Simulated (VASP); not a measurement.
**Sb: single point with PBEsol**

Sb:

```xyz
2
Lattice="3.3690 0.0000 0.0000 -1.6845 2.9176 0.0000 0.0000 0.0000 5.3300" Properties=species:S:1:pos:R:3 pbc="T T T"
Sb   -0.1000    1.9451    1.2325
Sb    1.6845    0.9725    3.9975
```

This cell differs from its parent crystal: atom 1 (Sb) moved by (-0.100, -0.100) A along x and z.

```
Program                : VASP 6.6.1
Task                   : single point
Functional             : PBEsol
Potentials or basis    : VASP PAW PBE potentials, release 64 (Sb)
Cutoff                 : 520 eV
k mesh                 : 18 × 18 × 10
Occupations            : gaussian, width 0.15 eV
Spin                   : no spin polarisation
Dipole correction      : no
Further INCAR settings : ALGO = Normal; EDIFF = 1e-06; NBANDS = 12
```

The pressure is 0.2 GPa. The largest force is 0.145 eV/Å and the band gap on the k mesh is zero (band 5 reaches 12.74 eV, above the bottom of band 6 at 5.64 eV).

Forces on the atoms (eV/Å):
```
Sb  -0.017 -0.003  0.144
Sb   0.017  0.003 -0.144
```

Stress tensor (GPa, compression positive):
```
-0.32  0.28  0.01
 0.28 -0.30  0.00
 0.01  0.00  1.14
```

Levels at points of the mesh, in eV from the Fermi level:
```csv
k point,band 1,band 2,band 3,band 4,band 5,band 6,band 7,band 8,band 9,band 10
"(0.00, 0.00, 0.00)",-13.18,-8.90,-5.92,3.19,3.49,4.94,5.34,6.11,7.43,8.82
"(0.50, 0.00, 0.00)",-9.47,-8.39,-4.09,-2.99,-2.14,-0.45,0.13,3.75,4.31,7.72
"(0.00, 0.50, 0.00)",-9.60,-8.20,-4.23,-2.91,-2.33,-0.15,0.13,3.60,4.45,7.56
"(0.50, 0.50, 0.00)",-9.71,-8.01,-4.37,-2.86,-2.48,0.11,0.14,3.75,4.29,7.38
"(0.00, 0.00, 0.50)",-12.11,-11.54,-0.66,-0.14,4.02,4.13,4.40,4.40,8.15,8.72
"(0.50, 0.00, 0.50)",-8.71,-8.45,-5.66,-5.42,1.23,1.74,2.08,2.20,5.60,5.94
"(0.00, 0.50, 0.50)",-8.78,-8.45,-5.61,-5.33,1.20,1.68,2.03,2.22,5.62,5.95
"(0.50, 0.50, 0.50)",-8.84,-8.46,-5.55,-5.24,1.21,1.73,1.91,2.12,5.65,5.97
```

Wall time 8.6 min on 1 thread of Intel Xeon 6975P-C (shared host), peak memory 0.91 GiB.

Caveat: the cell differs from its parent crystal (atom 1 (Sb) moved by (-0.100, -0.100) A along x and z); the PAW data sets were made with another functional, which shifts forces and pressure a little; spin-orbit coupling is left out, which moves the levels of the heavy elements.
